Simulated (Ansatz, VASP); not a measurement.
**Mg6F: VASP beside Ansatz**

The input INCAR:

```
PREC     = Accurate       # precision mode
ENCUT    = 520            # plane-wave cutoff, eV
EDIFF    = 1E-6           # SCF threshold, eV
ISMEAR   = 0              # smearing method
SIGMA    = 0.1            # smearing width, eV
LREAL    = False          # projectors in reciprocal space
LASPH    = True           # aspherical terms in the spheres
NELM     = 100            # most SCF steps
ALGO     = Normal         # electronic algorithm
ISIF     = 2              # what is computed and relaxed
LWAVE    = False          # write WAVECAR
LCHARG   = False          # write CHGCAR
LDIPOL   = True         
IDIPOL   = 3            
DIPOL    = 0.5 0.5 0.300
GGA      = PE             # functional
NBANDS   = 18             # bands
```

File KPOINTS:

```
Automatic mesh
0
Gamma
  9 4 1
```

The input POSCAR:

```
Mg6F
1.0
    3.2034417932      0.0000000000      0.0000000000
   -1.6017208966      7.8153198520      0.0000000000
    0.0000000000      0.0000000000     20.9851131634
Mg F
6 1
Direct
    0.8493879956      0.6987759913      0.1906113143
    0.5210014932      0.0420029864      0.2197581863
    0.1926149907      0.3852299814      0.2489050583
    0.3710660944      0.7414803149      0.3283003664
    0.0426232582      0.0834482649      0.3542380799
    0.7128162912      0.4251093731      0.3805132287
    0.7128162912      0.8001093731      0.3781305872
```

Input for Ansatz:

```yaml
crystal:
  lattice:
    - [3.2034417932, 0.0, 0.0]
    - [-1.6017208966, 7.815319852, 0.0]
    - [0.0, 0.0, 20.9851131634]
  atoms:
    - { symbol: Mg, position: [0.8493879956, 0.6987759913, 0.1906113143] }
    - { symbol: Mg, position: [0.5210014932, 0.0420029864, 0.2197581863] }
    - { symbol: Mg, position: [0.1926149907, 0.3852299814, 0.2489050583] }
    - { symbol: Mg, position: [0.3710660944, 0.7414803149, 0.3283003664] }
    - { symbol: Mg, position: [0.0426232582, 0.0834482649, 0.3542380799] }
    - { symbol: Mg, position: [0.7128162912, 0.4251093731, 0.3805132287] }
    - { symbol: F, position: [0.7128162912, 0.8001093731, 0.3781305872] }
basis:
  ecutwfc: 420
kpoints:
  mp_grid: { grid: [9, 4, 1] }
hamiltonian:
  xc: pbe
scf:
  occupations: { method: gaussian, width: 0.1 }
output:
  forces: true
  eigenvalues: true
efield:
  axis: 3
  dipole_correction: true
  ramp_width: 0.04
```

Alike in both runs: task single point; functional PBE; k mesh 9 × 4 × 1; occupations gaussian, width 0.1 eV; no spin polarisation.

```csv
,VASP,Ansatz
version,VASP 6.6.1,Ansatz 0.2.0
potentials or method,"VASP PAW PBE potentials, release 64 (Mg, F), cutoff 520 eV","scalar-relativistic, plane waves, PAW"
valence electrons in the cell,19,67
```

Ansatz gave:

| Quantity | Value |
| --- | --- |
| gap on the k mesh at the Fermi level (eV) | none |
| rms of the force components (eV/Å) | 3.494 |

Q: Which values does VASP return?

A: gap on the k mesh at the Fermi level (eV): none; rms of the force components (eV/Å): 3.650.

Atom by atom the forces differ by 0.156 eV/Å (rms over components). A gap of «none» marks a metal or a gap that the smearing closes. VASP's potentials hold 19 valence electrons a cell and Ansatz's 67, so a difference there can come from the potentials and not from the codes.
